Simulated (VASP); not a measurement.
# MnO2 (Pmmn) in VASP: single point with PBEsol

Aim: the single point of MnO2 with PBEsol.

All numbers are computed with VASP 6.6.1; they aren't measurements. Logs are shortened: lines on timing, memory, paths and dates and some standing lists are left out, and cuts for length are marked.

**1. The cell of the first run**

It takes space group Pmmn (No. 59, orthorhombic). Conventional cell: a = 2.904 Å, b = 3.845 Å, c = 6.164 Å, α = 90.00°, β = 90.00°, γ = 90.00°. Mn (site symmetry mm2) has 6 O at 1.83 to 2.05 Å within 2.4 Å. Within 2.4 Å of O (site symmetry mm2) lie 2 Mn at 1.83 Å. O (site symmetry mm2) has 4 Mn at 1.98 to 2.05 Å and 5 O at 2.56 to 2.59 Å within 2.6 Å.

**2. Single point, PBEsol, collinear spin, ferromagnetic start**

INCAR reads:

```
SYSTEM = MnO2
PREC     = Accurate       ! precision mode
ENCUT    = 520            ! plane-wave cutoff, eV
EDIFF    = 1E-6           ! SCF threshold, eV
ISMEAR   = -1             ! smearing method
SIGMA    = 0.05           ! smearing width, eV
LREAL    = .False.        ! projectors in reciprocal space
LASPH    = .True.         ! aspherical terms in the spheres
NELM     = 150            ! most SCF steps
ALGO     = Normal         ! electronic algorithm
ISIF     = 2              ! what is computed and relaxed
LWAVE    = .False.        ! write WAVECAR
LCHARG   = .False.        ! write CHGCAR
ISPIN    = 2              ! spin polarisation
MAGMOM   = 1 1 0 0 0 0    ! initial moments
LORBIT   = 11             ! projections on sites
NUPDOWN  = 2.0            ! fixed moment
LMAXMIX  = 4              ! l up to which the mixer works
GGA      = PS             ! functional
NBANDS   = 38             ! bands
```

KPOINTS reads:

```
Automatic mesh
0
Gamma
  8 6 4
  0 0 0
```

POSCAR reads:

```
MnO2
1.0
    2.9041580000      0.0000000000      0.0000000000
    0.0000000000      3.8448100000      0.0000000000
    0.0000000000      0.0000000000      6.1642640000
Mn O
2 4
Direct
    0.5000000000      0.5000000000      0.3433015000
    0.0000000000      0.0000000000      0.6566985000
    0.5000000000      0.0000000000      0.8375675000
    0.0000000000      0.5000000000      0.1624325000
    0.5000000000      0.0000000000      0.4217995000
    0.0000000000      0.5000000000      0.5782005000
```

Potentials or basis: VASP PAW PBE potentials, release 64 (Mn_pv, O).

On the command line:

```sh
cat potpaw_PBE.64/Mn_pv/POTCAR potpaw_PBE.64/O/POTCAR > POTCAR
mpirun -np 1 vasp_std > vasp.out
```

OUTCAR:

```text
SYSTEM = MnO2
   PREC = Accurate
   ENCUT = 520
   EDIFF = 1E-6
   ISMEAR = -1
   LREAL = .False.
   LASPH = .True.
   NELM = 150
   ISIF = 2
   ISPIN = 2
   LORBIT = 11
   NUPDOWN = 2.0
   GGA = PS

 ion  position               nearest neighbor table
   1  0.500  0.500  0.343-   4 1.83   4 1.83   5 1.98   5 1.98   6 2.05   6 2.05   2 3.09   2 3.09
                             2 3.09   2 3.09
   2  0.000  0.000  0.657-   3 1.83   3 1.83   6 1.98   6 1.98   5 2.05   5 2.05   1 3.09   1 3.09
                             1 3.09   1 3.09
   3  0.500  0.000  0.838-   2 1.83   2 1.83
   4  0.000  0.500  0.162-   1 1.83   1 1.83
   5  0.500  0.000  0.422-   1 1.98   1 1.98   2 2.05   2 2.05
   6  0.000  0.500  0.578-   2 1.98   2 1.98   1 2.05   1 2.05

  LATTYP: Found a simple orthorhombic cell.
 ALAT       =     2.9041580000
 B/A-ratio  =     1.3238983554
 C/A-ratio  =     2.1225649569

  Lattice vectors:

 A1 = (   2.9041580000,   0.0000000000,   0.0000000000)
 A2 = (   0.0000000000,   3.8448100000,   0.0000000000)
 A3 = (   0.0000000000,   0.0000000000,   6.1642640000)

Analysis of symmetry for initial positions (statically):
=====================================================================
 Subroutine PRICEL returns:
 Original cell was already a primitive cell.

 Routine SETGRP: Setting up the symmetry group for a
 simple orthorhombic supercell.

 Subroutine GETGRP returns: Found  8 space group operations
 (whereof  4 operations were pure point group operations)
 out of a pool of  8 trial point group operations.

The static configuration has the point symmetry C_2v.
 The point group associated with its full space group is D_2h.

Analysis of symmetry for dynamics (positions and initial velocities):
=====================================================================
 Subroutine PRICEL returns:
 Original cell was already a primitive cell.

 Routine SETGRP: Setting up the symmetry group for a
 simple orthorhombic supercell.

 Subroutine GETGRP returns: Found  8 space group operations
 (whereof  4 operations were pure point group operations)
 out of a pool of  8 trial point group operations.

The dynamic configuration has the point symmetry C_2v.
 The point group associated with its full space group is D_2h.

Analysis of structural, dynamic, and magnetic symmetry:
=====================================================================
 Subroutine PRICEL returns:
 Original cell was already a primitive cell.

 Routine SETGRP: Setting up the symmetry group for a
 simple orthorhombic supercell.

 Subroutine GETGRP returns: Found  8 space group operations
 (whereof  4 operations were pure point group operations)
 out of a pool of  8 trial point group operations.

The overall configuration has the point symmetry C_2v.
 The point group associated with its full space group is D_2h.

 Subroutine INISYM returns: Found  8 space group operations
 (whereof  4 operations are pure point group operations),
 and found     1 'primitive' translations

----------------------------------------------------------------------------------------

                                     Primitive cell

  volume of cell :      68.8298

  direct lattice vectors                    reciprocal lattice vectors
     2.904158000  0.000000000  0.000000000     0.344333883  0.000000000  0.000000000
     0.000000000  3.844810000  0.000000000     0.000000000  0.260090876  0.000000000
     0.000000000  0.000000000  6.164264000     0.000000000  0.000000000  0.162225369

  length of vectors
     2.904158000  3.844810000  6.164264000     0.344333883  0.260090876  0.162225369

  position of ions in fractional coordinates (direct lattice)
     0.500000000  0.500000000  0.343301500
     0.000000000  0.000000000  0.656698500
     0.500000000  0.000000000  0.837567500
     0.000000000  0.500000000  0.162432500
     0.500000000  0.000000000  0.421799500
     0.000000000  0.500000000  0.578200500

  ion indices of the primitive-cell ions
   primitive index   ion index
                 1           1
                 2           2
                 3           3
                 4           4
                 5           5
                 6           6

----------------------------------------------------------------------------------------

 KPOINTS: Automatic mesh

[... 50 lines left out ...]
   number of dos      NEDOS =    301   number of ions     NIONS =      6
   total plane-waves  NPLWV =  34560
   dimension x,y,z NGX =    24 NGY =   30 NGZ =   48
   dimension x,y,z NGXF=    48 NGYF=   60 NGZF=   96
   ions per type =               2   4
   NGX,Y,Z   is equivalent  to a cutoff of  13.74, 12.97, 12.95 a.u.
   NGXF,Y,Z  is equivalent  to a cutoff of  27.48, 25.94, 25.89 a.u.
 SYSTEM =  MnO2
   PREC   = accura    normal or accurate (medium, high low for compatibility)
   ISTART =      0    job   : 0-new  1-cont  2-samecut
   ICHARG =      2    charge: 1-file 2-atom 10-const
   ISPIN  =      2    spin polarized calculation?
   LNONCOLLINEAR =      F non collinear calculations
   LSORBIT =      F    spin-orbit coupling
   LASPH  =      T    aspherical Exc in radial PAW
   ENCUT  =  520.0 eV  38.22 Ry    6.18 a.u.   5.40  7.15 11.46*2*pi/ulx,y,z
   NELM   =    150;   NELMIN=  2; NELMDL= -5     # of ELM steps
   EDIFF  = 0.1E-05   stopping-criterion for ELM
   LREAL  =      F    real-space projection
   EDIFFG = 0.1E-04   stopping-criterion for IOM
   NSW    =      0    number of steps for IOM
   IBRION =     -1    ionic relax: 0-MD 1-quasi-New 2-CG
   NFREE  =      0    steps in history (QN), initial steepest desc. (CG)
   ISIF   =      2    stress and relaxation
   ISYM   =      2    0-nonsym 1-usesym 2-fastsym
   POTIM  = 0.5000    time-step for ionic-motion
   TEBEG  =    0.0;   TEEND  =   0.0 temperature during run
   PSTRESS=    0.0 pullay stress
   NELECT =      50.0000    total number of electrons
   NUPDOWN=       2.0000    fix difference up-down
   EMIN   =  10.00;   EMAX   =-10.00  energy-range for DOS
   EFERMI =   0.00;   METHOD = LEGACY
   ISMEAR =    -1;   SIGMA  =   0.05  broadening in eV -4-tet -1-fermi 0-gaus
   EFERMI_NEDOS =   21; number of points for ismear=-14 and -15
   IALGO  =     38    algorithm
   IMIX   =      4    mixing-type and parameters
     AMIX     =   0.40;   BMIX     =  1.00
     AMIX_MAG =   1.60;   BMIX_MAG =  1.00
  volume/ion in A,a.u.               =      11.47        77.41
  Fermi-wavevector in a.u.,A,eV,Ry     =   1.471655  2.781025 29.467074  2.165769
  Thomas-Fermi vector in A             =   2.586765
   LORBIT       =     11    0 simple, 1 ext, 2 COOP (PROOUT), +10 PAW based schemes
   GGA     = PS    functional components
   LHFCALC =     F    Hartree Fock is set to
   AEXX    =    0.0000 exact exchange contribution
   IVDW    =     0    specifies the selected vdW correction
   LEPSILON=     F    determine dielectric tensor
   LRPA    =     F    only Hartree local field effects (RPA)
 spin polarized calculation
  energy-cutoff  :      520.00
  volume of cell :       68.83
 maximum number of plane-waves:      1888
 NGX is ok and might be reduce to    24
   NGX = 11   NGY = 15   NGZ = 23

 number of electron      49.9999974 magnetization       1.9999991

 Free energy of the ion-electron system (eV)
  ---------------------------------------------------
  ext. energy  EPLUGINS =         0.00000000
  ---------------------------------------------------
  free energy    TOTEN  =       -48.23672639 eV

  energy without entropy =      -48.21805594  energy(sigma->0) =      -48.22739117

 E-fermi :   3.4112     XC(G=0): -10.8196

 val. band max:        3.4040119732   @ k =   0.5000   0.0000   0.0000
 cond. band min:       3.0386407999   @ k =   0.0000   0.3333   0.5000
 fundamental gap:     -0.3653711734
 Fermi energy:         2.9711353971

 spin component 1

 k-point     1 :       0.0000    0.0000    0.0000
  band No.  band energies     occupation
      1     -46.3313      1.00000
      2     -46.3070      1.00000
      3     -46.2984      1.00000
      4     -46.2937      1.00000
      5     -45.8669      1.00000
      6     -45.8368      1.00000
[... 949 lines left out ...]
     36      15.7535      0.00000
     37      16.5816      0.00000

 [... further k-points ...]

 spin component 2

 k-point     1 :       0.0000    0.0000    0.0000
  band No.  band energies     occupation
      1     -45.1928      1.00000
      2     -45.1757      1.00000
      3     -45.1616      1.00000
      4     -45.1614      1.00000
      5     -44.8611      1.00000
      6     -44.8247      1.00000
[... 949 lines left out ...]
     36      15.9401      0.00000
     37      16.7605      0.00000

 [... further k-points ...]

 [bands above 37 left out]

------------------------ aborting loop because EDIFF is reached ----------------------------------------

  FORCE on cell =-STRESS in cart. coord.  units (eV):
  Direction    XX          YY          ZZ          XY          YZ          ZX
  --------------------------------------------------------------------------------------
  -------------------------------------------------------------------------------------
  Total      -12.3217508     -6.7671862     -7.7424551      0.0000000      0.0000000      0.0000000
  in kB     -286.8181628   -157.5224139   -180.2241247      0.0000000      0.0000000      0.0000000
  external PRESSURE =    -208.1882338 kB  Pullay stress =       0.0000000 kB

 VOLUME and BASIS-vectors are now :
 -----------------------------------------------------------------------------
  energy-cutoff  :      520.00
  volume of cell :       68.83
      direct lattice vectors                 reciprocal lattice vectors
     2.904158000  0.000000000  0.000000000     0.344333883  0.000000000  0.000000000
     0.000000000  3.844810000  0.000000000     0.000000000  0.260090876  0.000000000
     0.000000000  0.000000000  6.164264000     0.000000000  0.000000000  0.162225369

 POSITION                                       TOTAL-FORCE (eV/Angst)
 -----------------------------------------------------------------------------------
      1.45208      1.92240      2.11620         0.000000      0.000000     -1.526693
      0.00000      0.00000      4.04806         0.000000      0.000000      1.526693
      1.45208      0.00000      5.16299         0.000000      0.000000     -2.422272
      0.00000      1.92240      1.00128         0.000000      0.000000      2.422272
      1.45208      0.00000      2.60008         0.000000      0.000000      0.548464
      0.00000      1.92240      3.56418         0.000000      0.000000     -0.548464
 -----------------------------------------------------------------------------------
    total drift:                                0.000000      0.000000      0.000000

  FREE ENERGIE OF THE ION-ELECTRON SYSTEM (eV)
  ---------------------------------------------------
  free  energy   TOTEN  =       -48.2367263923 eV

  energy  without entropy=      -48.2180559386  energy(sigma->0) =      -48.22739117

 total charge

# of ion       s       p       d       tot
------------------------------------------
    1        0.325   6.389   4.985  11.699
    2        0.325   6.389   4.985  11.699
    3        1.589   3.281   0.000   4.870
    4        1.589   3.281   0.000   4.870
    5        1.559   3.400   0.000   4.959
    6        1.559   3.400   0.000   4.959
--------------------------------------------------
tot          6.946  26.139   9.970  43.055

 magnetization (x)

# of ion       s       p       d       tot
------------------------------------------
    1        0.008   0.011   0.993   1.012
    2        0.008   0.011   0.993   1.012
    3        0.000  -0.031   0.000  -0.030
    4        0.000  -0.031   0.000  -0.030
    5        0.001  -0.003   0.000  -0.002
    6        0.001  -0.003   0.000  -0.002
--------------------------------------------------
tot          0.020  -0.047   1.986   1.959
```

Run time: 4.2 min. Hardware: 1 thread of Intel Xeon Platinum 8375C at 2.90GHz (Ice Lake), shared host; peak memory 0.35 GiB.

Results:

* Free energy: -48.2367 eV
* Pressure: -20.8 GPa
* Largest force: 2.422 eV/Å
* Net moment: 2.00 μB per cell
* Site moments: Mn +1.01; O -0.03, -0.00 μB
* Valence electrons inside the program's atomic spheres: Mn 11.70; O 4.87, 4.96

Forces on the atoms (eV/Å):
```
Mn   0.000  0.000 -1.527
Mn   0.000  0.000  1.527
O    0.000  0.000 -2.422
O    0.000  0.000  2.422
O    0.000  0.000  0.548
O    0.000  0.000 -0.548
```

Caveat: the PAW data sets were made with another functional, which shifts forces and pressure a little; the total moment is fixed, so each spin has its own Fermi level; only a ferromagnetic start was run, and an antiferromagnetic order may lie lower in energy.
